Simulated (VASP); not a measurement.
Input of a VASP 6.6.1 run:

File INCAR:

```
SYSTEM = GaP
PREC = Accurate ; ENCUT = 500
EDIFF = 1E-6 ; ISMEAR = 0
SIGMA = 0.1 ; LREAL = .FALSE.
LASPH = .TRUE. ; NELM = 120
ALGO = Normal ; ISIF = 2
LWAVE = .FALSE. ; LCHARG = .TRUE.
GGA = CA ; LELF = .TRUE.
LVHAR = .TRUE. ; NBANDS = 16
GGA_COMPAT = .FALSE.
```

Contents of KPOINTS:

```
Automatic mesh
0
G
  6 6 6
  0 0 0
```

POSCAR

```
GaP
1.0
    0.0000000000      2.7200000000      2.7200000000
    2.7200000000      0.0000000000      2.7200000000
    2.7200000000      2.7200000000      0.0000000000
Ga P
1 1
Direct
    0.0000000000      0.0000000000      0.0000000000
    0.2500000000      0.2500000000      0.2500000000
```

Potentials or basis: VASP PAW LDA potentials, release 64 (Ga_d, P).

The run is started by

```sh
$ cat potpaw_LDA.64/Ga_d/POTCAR potpaw_LDA.64/P/POTCAR > POTCAR
$ mpirun -np 1 vasp_std > vasp.out
```

Q: Estimate the band gap on the k mesh.

A: 1.48 eV, indirect (least direct gap 1.68 eV).

Q: What does it give for the pressure?

A: -2.2 GPa.

A k mesh can miss the band edges.
